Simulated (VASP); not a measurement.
# NiO (Fm-3m) in VASP: density of states with PBE

Aim: the density of states of NiO with PBE.

Everything below comes from runs of VASP 6.6.1. Logs are shortened: lines on timing, memory, paths and dates and some standing lists are left out, and cuts for length are marked.

### 1 The cell of the first run

The structure is cubic, space group Fm-3m (No. 225). The conventional cell has a = 4.159 Å, b = 4.159 Å, c = 4.159 Å, α = 90.00°, β = 90.00°, γ = 90.00°. Ni (site symmetry m-3m) has 6 O at 2.08 Å within 2.8 Å. O (site symmetry m-3m) has 6 Ni at 2.08 Å within 2.8 Å.

### 2 Density of states, PBE

Contents of POSCAR:

```
NiO
1.0
    0.0000000000      2.0796301279      2.0796301279
    2.0796301279      0.0000000000      2.0796301279
    2.0796301279      2.0796301279      0.0000000000
Ni O
1 1
Direct
    0.0000000000      0.0000000000      0.0000000000
    0.5000000000      0.5000000000      0.5000000000
```

Contents of INCAR.step1:

```
SYSTEM = NiO
PREC = Accurate
ENCUT = 520
EDIFF = 1E-7
ISMEAR = 0
SIGMA = 0.05
LREAL = .False.
LASPH = .True.
NELM = 80
ALGO = Normal
ISIF = 2
LWAVE = .False.
LCHARG = .True.
LMAXMIX = 4
GGA = PE
NBANDS = 15
```

Contents of KPOINTS.step1:

```
Automatic mesh
0
Gamma
  14 14 14
  0 0 0
```

Contents of INCAR.step2:

```
SYSTEM = NiO
PREC = Accurate
ENCUT = 520
EDIFF = 1E-7
ISMEAR = -5
SIGMA = 0.05
LREAL = .False.
LASPH = .True.
NELM = 80
ALGO = Normal
ISIF = 2
LWAVE = .False.
LCHARG = .False.
LMAXMIX = 4
GGA = PE
LORBIT = 11
NEDOS = 2001
ICHARG = 11
```

Contents of KPOINTS.step2:

```
Automatic mesh
0
Gamma
  21 21 21
  0 0 0
```

Potentials or basis: VASP PAW PBE potentials, release 64 (Ni, O).

Launch:

```bash
> cat potpaw_PBE.64/Ni/POTCAR potpaw_PBE.64/O/POTCAR > POTCAR
> cp INCAR.step1 INCAR
> cp KPOINTS.step1 KPOINTS
> mpirun -np 1 vasp_std > vasp.out
> cp INCAR.step2 INCAR
> cp KPOINTS.step2 KPOINTS
> mpirun -np 1 vasp_std > vasp.out
```

OUTCAR:

```text
SYSTEM = NiO
   PREC = Accurate
   ENCUT = 520
   EDIFF = 1E-7
   ISMEAR = -5
   LREAL = .False.
   LASPH = .True.
   NELM = 80
   ISIF = 2
   GGA = PE
   LORBIT = 11
   ICHARG = 11

 ion  position               nearest neighbor table
   1  0.000  0.000  0.000-   2 2.08   2 2.08   2 2.08   2 2.08   2 2.08   2 2.08
   2  0.500  0.500  0.500-   1 2.08   1 2.08   1 2.08   1 2.08   1 2.08   1 2.08

  LATTYP: Found a face centered cubic cell.
 ALAT       =     4.1592602558

  Lattice vectors:

 A1 = (   0.0000000000,   2.0796301279,   2.0796301279)
 A2 = (   2.0796301279,   0.0000000000,   2.0796301279)
 A3 = (   2.0796301279,   2.0796301279,   0.0000000000)

Analysis of symmetry for initial positions (statically):
=====================================================================
 Subroutine PRICEL returns:
 Original cell was already a primitive cell.

 Routine SETGRP: Setting up the symmetry group for a
 face centered cubic supercell.

 Subroutine GETGRP returns: Found 48 space group operations
 (whereof 48 operations were pure point group operations)
 out of a pool of 48 trial point group operations.

The static configuration has the point symmetry O_h .

Analysis of symmetry for dynamics (positions and initial velocities):
=====================================================================
 Subroutine PRICEL returns:
 Original cell was already a primitive cell.

 Routine SETGRP: Setting up the symmetry group for a
 face centered cubic supercell.

 Subroutine GETGRP returns: Found 48 space group operations
 (whereof 48 operations were pure point group operations)
 out of a pool of 48 trial point group operations.

The dynamic configuration has the point symmetry O_h .

 Subroutine INISYM returns: Found 48 space group operations
 (whereof 48 operations are pure point group operations),
 and found     1 'primitive' translations

----------------------------------------------------------------------------------------

                                     Primitive cell

  volume of cell :      17.9882

  direct lattice vectors                    reciprocal lattice vectors
     0.000000000  2.079630128  2.079630128    -0.240427369  0.240427369  0.240427369
     2.079630128  0.000000000  2.079630128     0.240427369 -0.240427369  0.240427369
     2.079630128  2.079630128  0.000000000     0.240427369  0.240427369 -0.240427369

  length of vectors
     2.941041132  2.941041132  2.941041132     0.416432419  0.416432419  0.416432419

  position of ions in fractional coordinates (direct lattice)
     0.000000000  0.000000000  0.000000000
     0.500000000  0.500000000  0.500000000

  ion indices of the primitive-cell ions
   primitive index   ion index
                 1           1
                 2           2

----------------------------------------------------------------------------------------

 KPOINTS: Automatic mesh

Automatic generation of k-mesh.
 Grid dimensions read from file:
 generate k-points for:   21   21   21

 Generating k-lattice:

  Cartesian coordinates                     Fractional coordinates (reciprocal lattice)
    -0.011448922  0.011448922  0.011448922     0.047619048  0.000000000  0.000000000
     0.011448922 -0.011448922  0.011448922     0.000000000  0.047619048  0.000000000
     0.011448922  0.011448922 -0.011448922     0.000000000  0.000000000  0.047619048

  Length of vectors
     0.019830115  0.019830115  0.019830115

  Shift w.r.t. Gamma in fractional coordinates (k-lattice)
     0.000000000  0.000000000  0.000000000

 TETIRR: Found   1276 inequivalent tetrahedra from    55566

 Subroutine IBZKPT returns following result:
 ===========================================

 Found    286 irreducible k-points:

 Following reciprocal coordinates:
            Coordinates               Weight
  0.000000  0.000000  0.000000      1.000000
  0.047619  0.000000  0.000000      8.000000
  0.095238  0.000000  0.000000      8.000000
  0.142857  0.000000  0.000000      8.000000
  0.190476  0.000000  0.000000      8.000000
  0.238095  0.000000  0.000000      8.000000
[... 16 lines left out ...]
 -0.428571  0.047619  0.000000     24.000000
 -0.380952  0.047619  0.000000     24.000000
 [... further k-points ...]
   k-points           NKPTS =    286   k-points in BZ     NKDIM =    286   number of bands    NBANDS=     12
   number of dos      NEDOS =   2001   number of ions     NIONS =      2
   total plane-waves  NPLWV =  13824
   dimension x,y,z NGX =    24 NGY =   24 NGZ =   24
   dimension x,y,z NGXF=    48 NGYF=   48 NGZF=   48
   ions per type =               1   1
   NGX,Y,Z   is equivalent  to a cutoff of  13.57, 13.57, 13.57 a.u.
   NGXF,Y,Z  is equivalent  to a cutoff of  27.13, 27.13, 27.13 a.u.
 SYSTEM =  NiO
   PREC   = accura    normal or accurate (medium, high low for compatibility)
   ISTART =      0    job   : 0-new  1-cont  2-samecut
   ICHARG =     11    charge: 1-file 2-atom 10-const
   ISPIN  =      1    spin polarized calculation?
   LNONCOLLINEAR =      F non collinear calculations
   LSORBIT =      F    spin-orbit coupling
   LASPH  =      T    aspherical Exc in radial PAW
   ENCUT  =  520.0 eV  38.22 Ry    6.18 a.u.   5.47  5.47  5.47*2*pi/ulx,y,z
   NELM   =     80;   NELMIN=  2; NELMDL=  0     # of ELM steps
   EDIFF  = 0.1E-06   stopping-criterion for ELM
   LREAL  =      F    real-space projection
   EDIFFG = 0.1E-05   stopping-criterion for IOM
   NSW    =      0    number of steps for IOM
   IBRION =     -1    ionic relax: 0-MD 1-quasi-New 2-CG
   NFREE  =      0    steps in history (QN), initial steepest desc. (CG)
   ISIF   =      2    stress and relaxation
   ISYM   =      2    0-nonsym 1-usesym 2-fastsym
   POTIM  = 0.5000    time-step for ionic-motion
   TEBEG  =    0.0;   TEEND  =   0.0 temperature during run
   PSTRESS=    0.0 pullay stress
   NELECT =      16.0000    total number of electrons
   NUPDOWN=      -1.0000    fix difference up-down
   EMIN   =  10.00;   EMAX   =-10.00  energy-range for DOS
   EFERMI =   0.00;   METHOD = LEGACY
   ISMEAR =    -5;   SIGMA  =   0.05  broadening in eV -4-tet -1-fermi 0-gaus
   EFERMI_NEDOS =   21; number of points for ismear=-14 and -15
   IALGO  =     38    algorithm
   IMIX   =      4    mixing-type and parameters
     AMIX     =   0.40;   BMIX     =  1.00
     AMIX_MAG =   1.60;   BMIX_MAG =  1.00
  volume/ion in A,a.u.               =       8.99        60.70
  Fermi-wavevector in a.u.,A,eV,Ry     =   1.574413  2.975210 33.725808  2.478777
  Thomas-Fermi vector in A             =   2.675551
   LORBIT       =     11    0 simple, 1 ext, 2 COOP (PROOUT), +10 PAW based schemes
   GGA     = PE    functional components
   LHFCALC =     F    Hartree Fock is set to
   AEXX    =    0.0000 exact exchange contribution
   IVDW    =     0    specifies the selected vdW correction
   LEPSILON=     F    determine dielectric tensor
   LRPA    =     F    only Hartree local field effects (RPA)
 non-spin polarized calculation
 Fermi weights with tetrahedron method with Bloechl corrections
  energy-cutoff  :      520.00
  volume of cell :       17.99
 maximum number of plane-waves:       531
 NGX is ok and might be reduce to    24

 number of electron      15.9999996 magnetization

 Free energy of the ion-electron system (eV)
  ---------------------------------------------------
  ext. energy  EPLUGINS =         0.00000000
  ---------------------------------------------------
  free energy    TOTEN  =       -11.37856738 eV

  energy without entropy =      -11.37856738  energy(sigma->0) =      -11.37856738

 E-fermi :   8.0630     XC(G=0): -12.7588

 val. band max:        8.1496211476   @ k =   0.2381   0.0000   0.0000
 cond. band min:       8.0562599299   @ k =   0.2857   0.1905   0.0476
 fundamental gap:     -0.0933612177
 Fermi energy:         8.0629939225

 k-point     1 :       0.0000    0.0000    0.0000
  band No.  band energies     occupation
      1     -12.5118      2.00000
      2       4.8954      2.00000
      3       4.8954      2.00000
      4       4.8954      2.00000
      5       6.1562      2.00000
      6       6.1563      2.00000
      7       6.1563      2.00000
      8       6.4889      2.00000
      9       6.4889      2.00000
     10       9.7615      0.00000
     11      25.9429      0.00000
     12      27.2531      0.00000

 k-point     2 :       0.0476    0.0000    0.0000
  band No.  band energies     occupation
      1     -12.4855      2.00000
      2       4.6694      2.00000
      3       4.7627      2.00000
      4       4.7627      2.00000
      5       6.1858      2.00000
      6       6.1858      2.00000
      7       6.2258      2.00000
      8       6.6195      2.00000
      9       6.6195      2.00000
     10       9.9287      0.00000
     11      25.2673      0.00000
     12      27.1831      0.00000

 k-point     3 :       0.0952    0.0000    0.0000
  band No.  band energies     occupation
      1     -12.4084      2.00000
      2       4.1315      2.00000
      3       4.4613      2.00000
      4       4.4613      2.00000
      5       6.2470      2.00000
      6       6.2470      2.00000
      7       6.3521      2.00000
      8       6.9403      2.00000
      9       6.9403      2.00000
     10      10.3721      0.00000
     11      24.1135      0.00000
     12      26.9215      0.00000
[... 286 lines left out ...]
 k-point    23 :      -0.4286    0.0476    0.0000
  band No.  band energies     occupation
      1     -11.1690      2.00000
      2      -0.0692      2.00000
      3       2.5833      2.00000
      4       2.5914      2.00000
      5       6.9535      2.00000
      6       6.9784      2.00000
      7       7.3261      2.00000
      8       9.1423      0.00000
      9       9.3438      0.00000
     10      13.8690      0.00000
     11      18.2827      0.00000
     12      22.2360      0.00000

 k-point    24 :      -0.3810    0.0476    0.0000
  band No.  band energies     occupation
      1     -11.2831      2.00000
      2       0.2036      2.00000
      3       2.6681      2.00000
      4       2.7089      2.00000
      5       6.8770      2.00000
      6       6.9274      2.00000
      7       7.2373      2.00000
      8       8.9457      0.00000
      9       9.2526      0.00000
     10      13.7652      0.00000
     11      18.4982      0.00000
     12      22.5123      0.00000

 [... further k-points ...]

------------------------ aborting loop because EDIFF is reached ----------------------------------------

  FORCE on cell =-STRESS in cart. coord.  units (eV):
  Direction    XX          YY          ZZ          XY          YZ          ZX
  --------------------------------------------------------------------------------------
  -------------------------------------------------------------------------------------
  Total        0.0512364      0.0512364      0.0512364      0.0000000      0.0000000      0.0000000
  in kB        4.5635275      4.5635275      4.5635275      0.0000000      0.0000000      0.0000000
  external PRESSURE =       4.5635275 kB  Pullay stress =       0.0000000 kB

 VOLUME and BASIS-vectors are now :
 -----------------------------------------------------------------------------
  energy-cutoff  :      520.00
  volume of cell :       17.99
      direct lattice vectors                 reciprocal lattice vectors
     0.000000000  2.079630128  2.079630128    -0.240427369  0.240427369  0.240427369
     2.079630128  0.000000000  2.079630128     0.240427369 -0.240427369  0.240427369
     2.079630128  2.079630128  0.000000000     0.240427369  0.240427369 -0.240427369

 POSITION                                       TOTAL-FORCE (eV/Angst)
 -----------------------------------------------------------------------------------
      0.00000      0.00000      0.00000         0.000000     -0.000000      0.000000
      2.07963      2.07963      2.07963        -0.000000      0.000000     -0.000000
 -----------------------------------------------------------------------------------
    total drift:                                0.000000     -0.000000     -0.000000

  FREE ENERGIE OF THE ION-ELECTRON SYSTEM (eV)
  ---------------------------------------------------
  free  energy   TOTEN  =       -11.3785673772 eV

  energy  without entropy=      -11.3785673772  energy(sigma->0) =      -11.37856738

 total charge

# of ion       s       p       d       tot
------------------------------------------
    1        0.328   0.396   8.354   9.078
    2        1.575   3.366   0.000   4.941
--------------------------------------------------
tot          1.903   3.762   8.354  14.019
```

Run time: 48 s. Hardware: 1 thread of Intel Xeon Platinum 8259CL at 2.50GHz (Skylake/Cascade Lake), shared host; peak memory 0.19 GiB.

Results:

| Property | Result |
| --- | --- |
| Valence electrons inside the program's atomic spheres | Ni 9.08; O 4.94 |

Caveat: the run has no spin polarisation, though such a crystal can be magnetic; semilocal functionals often make such compounds metallic where correlation or magnetic order opens a gap, which also shifts bond lengths; tetrahedron occupations give inexact forces and stress in metals. Spin polarisation is off, so any magnetic state and its effect on volume and gap are missing.
